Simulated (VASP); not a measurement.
Set up this calculation in VASP 6.6.1, as the native input.

| Quantity | Value |
| --- | --- |
| Task | single point |
| Functional | PBE |
| Potentials or basis | VASP PAW PBE potentials, release 64 (Te) |
| Cutoff | 520 eV |
| k mesh | 16 × 16 × 14 |
| Occupations | fermi-dirac, width 0.08 eV |
| Spin | no spin polarisation |
| Dipole correction | no |
| Further INCAR settings | ALGO = Normal; EDIFF = 1e-06; NBANDS = 9 |

The structure of Te lies in POSCAR:

```
Te
1.0
    2.8325370945      0.0000000000      0.0000000000
   -1.4162685472      2.4530490810      0.0000000000
    0.0000000000      0.0000000000      2.6477658552
Te
1
Direct
    0.0000000000      0.0000000000      0.0000000000
```

This isn't the form of Te at room conditions, which is trigonal, of chains.

The input as run:

INCAR

```
ALGO = Normal
EDIFF = 1E-6
ENCUT = 520
GGA = PE
ISIF = 2
ISMEAR = -1
LASPH = T
LCHARG = T
LELF = T
LREAL = F
LVHAR = T
LWAVE = F
NBANDS = 9
NELM = 80
PREC = Accurate
SIGMA = 0.08
```

KPOINTS

```
k-points
0
Gamma
  16 16 14
```

Potentials or basis: VASP PAW PBE potentials, release 64 (Te).

Command:

```console
$ cat potpaw_PBE.64/Te/POTCAR > POTCAR
$ mpirun -np 1 vasp_std > vasp.out
```

Results of the run:

The pressure is 87.5 GPa and the band gap on the k mesh is zero (bands 3 and 4 overlap by 12.94 eV).

Caveat: the cell stands under pressure; spin-orbit coupling is left out, which moves the levels of the heavy elements.

Run time: 9.6 s on 1 thread of Intel(R) Xeon(R) 6975P-C (Granite Rapids), on a shared host, peak memory 0.16 GiB.
